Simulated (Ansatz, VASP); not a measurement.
**One calculation of RuS, two programs**

The input INCAR:

```
  ALGO = Normal
  EDIFF = 1E-7
  ENCUT = 520
  GGA = PS
  ISIF = 2
  ISMEAR = 0
  LASPH = True
  LCHARG = False
  LREAL = False
  LWAVE = False
  NBANDS = 17
  NELM = 60
  PREC = Accurate
  SIGMA = 0.05
```

Contents of KPOINTS:

```
k-points
0
Gamma
  10 10 10
```

File POSCAR:

```
RuS
1.0
    0.0000000000      2.3856252102      2.3856252102
    2.3856252102      0.0000000000      2.3856252102
    2.3856252102      2.3856252102      0.0000000000
Ru S
1 1
Direct
    0.5000000000      0.5000000000      0.5000000000
    0.0000000000      0.0000000000      0.0000000000
```

Input for Ansatz:

```yaml
crystal:
  lattice:
    - [0.0, 2.3856252102, 2.3856252102]
    - [2.3856252102, 0.0, 2.3856252102]
    - [2.3856252102, 2.3856252102, 0.0]
  atoms:
    - { symbol: Ru, position: [0.5, 0.5, 0.5] }
    - { symbol: S, position: [0.0, 0.0, 0.0] }
basis:
  ecutwfc: 420
  ecutrho_ratio: 4
kpoints:
  mp_grid: { grid: [10, 10, 10] }
hamiltonian:
  xc: pbesol
scf:
  occupations: { method: gaussian, width: 0.05 }
output:
  forces: true
  stress: true
  eigenvalues: true
```

Alike in both runs: task single point; functional PBEsol; k mesh 10 × 10 × 10; occupations gaussian, width 0.05 eV; no spin polarisation.

|  | VASP | Ansatz |
| --- | --- | --- |
| version | VASP 6.6.1 | Ansatz 0.2.0 |
| potentials or method | VASP PAW PBE potentials, release 64 (Ru_pv, S), cutoff 520 eV | scalar-relativistic, plane waves, PAW |
| valence electrons in the cell | 20 | 22 |

```csv
,VASP,Ansatz,Ansatz less VASP
gap on the k mesh at the Fermi level (eV),none,none,-
pressure (GPa),9.0,8.8,-0.11
```

VASP's potentials were made for PBE, not for PBEsol. A gap of «none» marks a metal or a gap that the smearing closes. VASP's potentials hold 20 valence electrons a cell and Ansatz's 22, so a difference there can come from the potentials and not from the codes.
